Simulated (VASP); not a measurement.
A run of VASP 6.6.1:

Contents of INCAR:

```
SYSTEM = HfO2
ALGO = Normal
EDIFF = 1E-7
ENCUT = 520
GGA = PS
ISIF = 2
ISMEAR = -1
LASPH = .TRUE.
LCHARG = .FALSE.
LDAU = .TRUE.
LDAUJ = 0 0
LDAUL = 2 -1
LDAUPRINT = 1
LDAUTYPE = 2
LDAUU = 3.5 0
LMAXMIX = 4
LREAL = .FALSE.
LWAVE = .FALSE.
NBANDS = 56
NELM = 150
PREC = Accurate
SIGMA = 0.05
```

File KPOINTS:

```
k-points
0
G
  5 5 5
  0 0 0
```

POSCAR

```
HfO2
1.0
    5.1180000000      0.0000000000      0.0000000000
    0.0000000000      5.1857000000      0.0000000000
   -0.8586630598      0.0000000000      5.2138671406
Hf O
4 8
Direct
    0.2755000000      0.4603000000      0.7080000000
    0.7245000000      0.9603000000      0.7920000000
    0.7245000000      0.5397000000      0.2920000000
    0.2755000000      0.0397000000      0.2080000000
    0.0742000000      0.1684000000      0.8467000000
    0.9258000000      0.6684000000      0.6533000000
    0.9258000000      0.8316000000      0.1533000000
    0.0742000000      0.3316000000      0.3467000000
    0.4487000000      0.7419000000      0.9801000000
    0.5513000000      0.2419000000      0.5199000000
    0.5513000000      0.2581000000      0.0199000000
    0.4487000000      0.7581000000      0.4801000000
```

Potentials or basis: VASP PAW PBE potentials, release 64 (Hf_pv, O).

Command:

```console
$ cat potpaw_PBE.64/Hf_pv/POTCAR potpaw_PBE.64/O/POTCAR > POTCAR
$ mpirun -np 1 vasp_std > vasp.out
```

Hardware: 1 thread of Intel Xeon 8259CL (shared host).

Q: Estimate the wall time of this run.

A: Wall time 7.9 min on 1 thread of Intel Xeon 8259CL (shared host), peak memory 0.38 GiB. Counts: scf iterations 16, k points 39.
